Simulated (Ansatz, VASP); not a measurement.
One calculation of PbF2, two programs

Contents of INCAR:

```
PREC = Accurate ; ENCUT = 600
EDIFF = 1E-6 ; ISMEAR = 0
SIGMA = 0.01 ; LREAL = False
LASPH = True ; NELM = 120
ALGO = Normal ; ISIF = 2
LWAVE = False ; LCHARG = True
GGA = PE ; LELF = True
LVHAR = True ; NBANDS = 21
GGA_COMPAT = False
```

File KPOINTS:

```
regular mesh
0
Gamma
  2 2 2
```

Contents of POSCAR:

```
PbF2
1.0
    0.0000000000      2.9604388884      2.9604388884
    2.9604388884      0.0000000000      2.9604388884
    2.9604388884      2.9604388884      0.0000000000
Pb F
1 2
Direct
    0.0000000000      0.0000000000      0.0000000000
    0.2500000000      0.2500000000      0.2500000000
    0.7500000000      0.7500000000      0.7500000000
```

Input for Ansatz:

```yaml
crystal:
  lattice:
    - [0.0, 2.9604388884, 2.9604388884]
    - [2.9604388884, 0.0, 2.9604388884]
    - [2.9604388884, 2.9604388884, 0.0]
  atoms:
    - { symbol: Pb, position: [0.0, 0.0, 0.0] }
    - { symbol: F, position: [0.25, 0.25, 0.25] }
    - { symbol: F, position: [0.75, 0.75, 0.75] }
kpoints:
  mp_grid: { grid: [2, 2, 2] }
hamiltonian:
  xc: pbe
scf:
  occupations: { method: fixed }
  n_extra_bands: 4
output:
  forces: true
  stress: true
  eigenvalues: true
```

Alike in both runs: task single point; functional PBE; k mesh 2 × 2 × 2; no spin polarisation.

|  | VASP | Ansatz |
| --- | --- | --- |
| version | VASP 6.6.1 | Ansatz 0.2.0 |
| potentials or method | VASP PAW PBE potentials, release 64 (Pb_d, F) | plane waves |
| plane-wave cutoff (eV) | 600 | 420 |
| occupations | gaussian, width 0.01 eV | fixed |
| valence electrons in the cell | 28 | 28 |

Ansatz gave:

| Property | Result |
| --- | --- |
| gap on the k mesh at the Fermi level (eV) | 4.45 |
| pressure (GPa) | 3.4 |

**Question.** Estimate VASP's values.

**Answer.** gap on the k mesh at the Fermi level (eV): 4.44; pressure (GPa): 3.2.

The k mesh is coarse, so the values compare programs but aren't converged. Spin-orbit coupling is off throughout.
